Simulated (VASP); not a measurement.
# HfC in VASP: settings compared, part 3 of 3

VASP 6.6.1. The steps go on from the part before.

**6. Single point, r2SCAN**

This run uses another cell than the first one, of 12.50 Å³/atom, 1.110 times its volume.

POSCAR

```
HfC
1.0
    0.0000000000      2.3205528917      2.3205528917
    2.3205528917      0.0000000000      2.3205528917
    2.3205528917      2.3205528917      0.0000000000
Hf C
1 1
Direct
    0.5000000000      0.5000000000      0.5000000000
    0.0000000000      0.0000000000      0.0000000000
```

INCAR.step1

```
SYSTEM = HfC
PREC     = Accurate       ! precision mode
ENCUT    = 520            ! plane-wave cutoff, eV
ISMEAR   = -1             ! smearing method
SIGMA    = 0.05           ! smearing width, eV
LREAL    = .False.        ! projectors in reciprocal space
LASPH    = .True.         ! aspherical terms in the spheres
NELM     = 80             ! most SCF steps
NBANDS   = 14             ! bands
GGA      = PE             ! functional
ALGO     = Normal         ! electronic algorithm
EDIFF    = 1E-4           ! SCF threshold, eV
LWAVE    = .True.         ! write WAVECAR
LCHARG   = .False.        ! write CHGCAR
```

INCAR.step2

```
SYSTEM = HfC
PREC     = Accurate       ! precision mode
ENCUT    = 520            ! plane-wave cutoff, eV
EDIFF    = 1E-6           ! SCF threshold, eV
ISMEAR   = -1             ! smearing method
SIGMA    = 0.05           ! smearing width, eV
LREAL    = .False.        ! projectors in reciprocal space
LASPH    = .True.         ! aspherical terms in the spheres
NELM     = 80             ! most SCF steps
ALGO     = Normal         ! electronic algorithm
ISIF     = 2              ! what is computed and relaxed
LWAVE    = .False.        ! write WAVECAR
LCHARG   = .False.        ! write CHGCAR
METAGGA  = R2SCAN         ! meta-GGA
LMIXTAU  = .True.       
NBANDS   = 14             ! bands
ISTART   = 1
```

KPOINTS

```
Automatic mesh
0
Gamma
  10 10 10
  0 0 0
```

Potentials or basis: VASP PAW PBE potentials, release 64 (Hf_pv, C).

Started as:

```sh
$ cat potpaw_PBE.64/Hf_pv/POTCAR potpaw_PBE.64/C/POTCAR > POTCAR
$ cp INCAR.step1 INCAR
$ mpirun -np 1 vasp_std > vasp.out
$ cp INCAR.step2 INCAR
$ mpirun -np 1 vasp_std > vasp.out
```

OUTCAR:

```text
SYSTEM = HfC
   PREC = Accurate
   ENCUT = 520
   EDIFF = 1E-6
   ISMEAR = -1
   LREAL = .False.
   LASPH = .True.
   NELM = 80
   ISIF = 2
   METAGGA = R2SCAN
   ISTART = 1

 ion  position               nearest neighbor table
   1  0.500  0.500  0.500-   2 2.32   2 2.32   2 2.32   2 2.32   2 2.32   2 2.32
   2  0.000  0.000  0.000-   1 2.32   1 2.32   1 2.32   1 2.32   1 2.32   1 2.32

  LATTYP: Found a face centered cubic cell.
 ALAT       =     4.6411057834

  Lattice vectors:

 A1 = (   0.0000000000,   2.3205528917,   2.3205528917)
 A2 = (   2.3205528917,   0.0000000000,   2.3205528917)
 A3 = (   2.3205528917,   2.3205528917,   0.0000000000)

Analysis of symmetry for initial positions (statically):
=====================================================================
 Subroutine PRICEL returns:
 Original cell was already a primitive cell.

 Routine SETGRP: Setting up the symmetry group for a
 face centered cubic supercell.

 Subroutine GETGRP returns: Found 48 space group operations
 (whereof 48 operations were pure point group operations)
 out of a pool of 48 trial point group operations.

The static configuration has the point symmetry O_h .

Analysis of symmetry for dynamics (positions and initial velocities):
=====================================================================
 Subroutine PRICEL returns:
 Original cell was already a primitive cell.

 Routine SETGRP: Setting up the symmetry group for a
 face centered cubic supercell.

 Subroutine GETGRP returns: Found 48 space group operations
 (whereof 48 operations were pure point group operations)
 out of a pool of 48 trial point group operations.

The dynamic configuration has the point symmetry O_h .

 Subroutine INISYM returns: Found 48 space group operations
 (whereof 48 operations are pure point group operations),
 and found     1 'primitive' translations

----------------------------------------------------------------------------------------

                                     Primitive cell

  volume of cell :      24.9922

  direct lattice vectors                    reciprocal lattice vectors
     0.000000000  2.320552892  2.320552892    -0.215465893  0.215465893  0.215465893
     2.320552892  0.000000000  2.320552892     0.215465893 -0.215465893  0.215465893
     2.320552892  2.320552892  0.000000000     0.215465893  0.215465893 -0.215465893

  length of vectors
     3.281757372  3.281757372  3.281757372     0.373197873  0.373197873  0.373197873

  position of ions in fractional coordinates (direct lattice)
     0.500000000  0.500000000  0.500000000
     0.000000000  0.000000000  0.000000000

  ion indices of the primitive-cell ions
   primitive index   ion index
                 1           1
                 2           2

----------------------------------------------------------------------------------------

 KPOINTS: Automatic mesh

Automatic generation of k-mesh.
 Grid dimensions read from file:
 generate k-points for:   10   10   10

 Generating k-lattice:

  Cartesian coordinates                     Fractional coordinates (reciprocal lattice)
    -0.021546589  0.021546589  0.021546589     0.100000000  0.000000000  0.000000000
     0.021546589 -0.021546589  0.021546589     0.000000000  0.100000000  0.000000000
     0.021546589  0.021546589 -0.021546589     0.000000000  0.000000000  0.100000000

  Length of vectors
     0.037319787  0.037319787  0.037319787

  Shift w.r.t. Gamma in fractional coordinates (k-lattice)
     0.000000000  0.000000000  0.000000000

 Subroutine IBZKPT returns following result:
 ===========================================

 Found     47 irreducible k-points:

 Following reciprocal coordinates:
            Coordinates               Weight
  0.000000  0.000000  0.000000      1.000000
  0.100000  0.000000  0.000000      8.000000
  0.200000  0.000000  0.000000      8.000000
  0.300000  0.000000  0.000000      8.000000
  0.400000  0.000000  0.000000      8.000000
  0.500000  0.000000  0.000000      4.000000
[... 16 lines left out ...]
  0.300000  0.300000  0.000000      6.000000
  0.400000  0.300000  0.000000     24.000000
 [... further k-points ...]
   k-points           NKPTS =     47   k-points in BZ     NKDIM =     47   number of bands    NBANDS=     14
   number of dos      NEDOS =    301   number of ions     NIONS =      2
   total plane-waves  NPLWV =  13824
   dimension x,y,z NGX =    24 NGY =   24 NGZ =   24
   dimension x,y,z NGXF=    48 NGYF=   48 NGZF=   48
   ions per type =               1   1
   NGX,Y,Z   is equivalent  to a cutoff of  12.16, 12.16, 12.16 a.u.
   NGXF,Y,Z  is equivalent  to a cutoff of  24.32, 24.32, 24.32 a.u.
 SYSTEM =  HfC
   PREC   = accura    normal or accurate (medium, high low for compatibility)
   ISTART =      1    job   : 0-new  1-cont  2-samecut
   ICHARG =      0    charge: 1-file 2-atom 10-const
   ISPIN  =      1    spin polarized calculation?
   LNONCOLLINEAR =      F non collinear calculations
   LSORBIT =      F    spin-orbit coupling
   LASPH  =      T    aspherical Exc in radial PAW
   ENCUT  =  520.0 eV  38.22 Ry    6.18 a.u.   6.10  6.10  6.10*2*pi/ulx,y,z
   NELM   =     80;   NELMIN=  2; NELMDL=  0     # of ELM steps
   EDIFF  = 0.1E-05   stopping-criterion for ELM
   LREAL  =      F    real-space projection
   EDIFFG = 0.1E-04   stopping-criterion for IOM
   NSW    =      0    number of steps for IOM
   IBRION =     -1    ionic relax: 0-MD 1-quasi-New 2-CG
   NFREE  =      0    steps in history (QN), initial steepest desc. (CG)
   ISIF   =      2    stress and relaxation
   ISYM   =      2    0-nonsym 1-usesym 2-fastsym
   POTIM  = 0.5000    time-step for ionic-motion
   TEBEG  =    0.0;   TEEND  =   0.0 temperature during run
   PSTRESS=    0.0 pullay stress
   NELECT =      14.0000    total number of electrons
   NUPDOWN=      -1.0000    fix difference up-down
   EMIN   =  10.00;   EMAX   =-10.00  energy-range for DOS
   EFERMI =   0.00;   METHOD = LEGACY
   ISMEAR =    -1;   SIGMA  =   0.05  broadening in eV -4-tet -1-fermi 0-gaus
   EFERMI_NEDOS =   21; number of points for ismear=-14 and -15
   IALGO  =     38    algorithm
   IMIX   =      4    mixing-type and parameters
     AMIX     =   0.40;   BMIX     =  1.00
     AMIX_MAG =   1.60;   BMIX_MAG =  1.00
  volume/ion in A,a.u.               =      12.50        84.33
  Fermi-wavevector in a.u.,A,eV,Ry     =   1.349531  2.550243 24.779374  1.821233
  Thomas-Fermi vector in A             =   2.477110
   LORBIT       =      0    0 simple, 1 ext, 2 COOP (PROOUT), +10 PAW based schemes
   METAGGA = R2SCAN    functional components
   LHFCALC =     F    Hartree Fock is set to
   AEXX    =    0.0000 exact exchange contribution
   IVDW    =     0    specifies the selected vdW correction
   LEPSILON=     F    determine dielectric tensor
   LRPA    =     F    only Hartree local field effects (RPA)
 non-spin polarized calculation
  energy-cutoff  :      520.00
  volume of cell :       24.99
 maximum number of plane-waves:       692
   NGX = 13   NGY = 13   NGZ = 13

 number of electron      14.0000001 magnetization

 Free energy of the ion-electron system (eV)
  ---------------------------------------------------
  ext. energy  EPLUGINS =         0.00000000
  ---------------------------------------------------
  free energy    TOTEN  =       -57.34068327 eV

  energy without entropy =      -57.33865913  energy(sigma->0) =      -57.33967120

 E-fermi :   6.0064     XC(G=0): -13.1335

 val. band max:        5.9357747689   @ k =   0.1000   0.0000   0.0000
 cond. band min:       6.1157616484   @ k =   0.2000   0.2000   0.0000
 fundamental gap:      0.1799868795
 Fermi energy:         6.0063637730

 k-point     1 :       0.0000    0.0000    0.0000
  band No.  band energies     occupation
      1     -24.7877      2.00000
      2     -24.7877      2.00000
      3     -24.7877      2.00000
      4      -7.1230      2.00000
      5       6.9506      0.00000
      6       6.9506      0.00000
      7       6.9506      0.00000
      8       7.5743      0.00000
      9       7.5743      0.00000
     10       7.5743      0.00000
     11       9.4976      0.00000
     12       9.4976      0.00000
     13      13.4776      0.00000
     14      17.7194      0.00000
[... 375 lines left out ...]
 k-point    24 :       0.4000    0.3000    0.0000
  band No.  band energies     occupation
      1     -25.2911      2.00000
      2     -24.9894      2.00000
      3     -24.9682      2.00000
      4      -5.0363      2.00000
      5       2.0129      2.00000
      6       4.1450      2.00000
      7       5.1465      2.00000
      8       6.2338      0.02093
      9      11.5266      0.00000
     10      12.7306      0.00000
     11      12.8492      0.00000
     12      14.8077      0.00000
     13      18.2745      0.00000
     14      18.7218      0.00000

 [... further k-points ...]
[... 5 lines left out ...]
  --------------------------------------------------------------------------------------
  -------------------------------------------------------------------------------------
  Total       -0.1676340     -0.1676340     -0.1676340      0.0000000      0.0000000      0.0000000
  in kB      -10.7465297    -10.7465297    -10.7465297      0.0000000      0.0000000      0.0000000
  external PRESSURE =     -10.7465297 kB  Pullay stress =       0.0000000 kB

 VOLUME and BASIS-vectors are now :
 -----------------------------------------------------------------------------
  energy-cutoff  :      520.00
  volume of cell :       24.99
      direct lattice vectors                 reciprocal lattice vectors
     0.000000000  2.320552892  2.320552892    -0.215465893  0.215465893  0.215465893
     2.320552892  0.000000000  2.320552892     0.215465893 -0.215465893  0.215465893
     2.320552892  2.320552892  0.000000000     0.215465893  0.215465893 -0.215465893

 POSITION                                       TOTAL-FORCE (eV/Angst)
 -----------------------------------------------------------------------------------
      2.32055      2.32055      2.32055         0.000000      0.000000     -0.000000
      0.00000      0.00000      0.00000         0.000000     -0.000000      0.000000
 -----------------------------------------------------------------------------------
    total drift:                                0.000000     -0.000000      0.000000

  FREE ENERGIE OF THE ION-ELECTRON SYSTEM (eV)
  ---------------------------------------------------
  free  energy   TOTEN  =       -57.3406832735 eV

  energy  without entropy=      -57.3386591313  energy(sigma->0) =      -57.33967120
```

Wall time 18 s (1 thread of Intel Xeon 6975P-C (Granite Rapids), shared host); peak memory 0.15 GiB.

Results:

```yaml
Free_energy: -57.3407 eV
Pressure: -1.1 GPa
Band_gap_on_the_k_mesh: zero (band 7 reaches 6.95 eV, above the bottom of band 8 at 5.48 eV)
```

Levels at points of the mesh, in eV from the Fermi level:
```
           k point  band 5  band 6  band 7  band 8  band 9  band 10
(0.00, 0.00, 0.00)    0.94    0.94    0.94    1.57    1.57     1.57
(0.50, 0.00, 0.00)   -6.41   -3.23   -3.23    5.62    5.62     6.17
(0.50, 0.50, 0.00)   -2.87   -1.71   -0.24   -0.24    5.43     7.05
```

Caveat: the PAW data sets were made with another functional, which shifts forces and pressure a little; spin-orbit coupling is left out, which moves the levels of the heavy elements.

**7. The runs side by side**

```tsv
level	cell	k mesh	smearing	gap on the mesh (eV)	pressure (GPa)
RPBE+D3(BJ)	a = 3.169 Å, angles 60.0°, 2 atoms	10 × 10 × 10	fermi-dirac 0.05 eV	none	-0.2
revPBE	a = 3.288 Å, angles 60.0°, 2 atoms	10 × 10 × 10	fermi-dirac 0.05 eV	none	2.5
PBE	a = 3.288 Å, angles 60.0°, 2 atoms	10 × 10 × 10	gaussian 0.016 eV	none	-0.5
PBE	a = 3.354, b = 3.354, c = 3.288 Å, angles 60.7, 60.7, 58.7°, 2 atoms	8 × 8 × 8	fermi-dirac 0.05 eV	none	-8.4
r2SCAN	a = 3.282 Å, angles 60.0°, 2 atoms	10 × 10 × 10	fermi-dirac 0.05 eV	none	-1.1
```

Alike in all rows: task single point; potentials or basis VASP PAW PBE potentials, release 64 (Hf_pv, C); no spin polarisation; cutoff (eV) 520.

Caveats: spin-orbit coupling is left out, which moves the levels of the heavy elements; the PAW data sets were made with another functional, which shifts forces and pressure a little (some runs); pairwise dispersion overbinds metals, which lowers pressure and volume (some runs).

Absolute energies hang on the potentials; compare differences alone.
